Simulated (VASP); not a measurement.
TiSi2, 6 atoms in the cell. Symmetry: Cmcm, No. 63, orthorhombic system. The conventional cell has a = 3.547 Å, b = 13.927 Å, c = 3.578 Å, α = 90.00°, β = 90.00°, γ = 90.00°. Ti (site symmetry m2m) has 10 Si at 2.59 to 2.87 Å and 2 Ti at 3.39 Å within 3.4 Å. Within 3.2 Å of Si (site symmetry m2m) lie 4 Si at 2.43 to 3.19 Å and 6 Ti at 2.59 to 2.87 Å. Within 3.3 Å of Si (site symmetry m2m) lie 8 Si at 2.52 to 3.21 Å and 4 Ti at 2.71 to 2.72 Å. 

| Quantity | Value |
| --- | --- |
| Program | VASP 6.6.1 |
| Task | single point |
| Functional | PBE |
| Potentials or basis | VASP PAW PBE potentials, release 64 (Ti_sv, Si) |
| Cutoff | 520 eV |
| k mesh | 12 × 12 × 12 |
| Occupations | gaussian, width 0.15 eV |
| Spin | no spin polarisation |
| Dipole correction | no |
| Further INCAR settings | ALGO = Normal; EDIFF = 1e-07; NBANDS = 29 |

Potentials or basis: VASP PAW PBE potentials, release 64 (Ti_sv, Si).

Launch:

```console
$ cat potpaw_PBE.64/Ti_sv/POTCAR potpaw_PBE.64/Si/POTCAR > POTCAR
$ mpirun -np 1 vasp_std > vasp.out
```

Hardware: 1 thread of Intel(R) Xeon(R) 6975P-C (Granite Rapids), on a shared host.

**Question.** Estimate the wall time of this run.

**Answer.** Wall time 10 min on 1 thread of Intel(R) Xeon(R) 6975P-C (Granite Rapids), on a shared host, peak memory 0.74 GiB. Counts: scf iterations 16, k points 301.
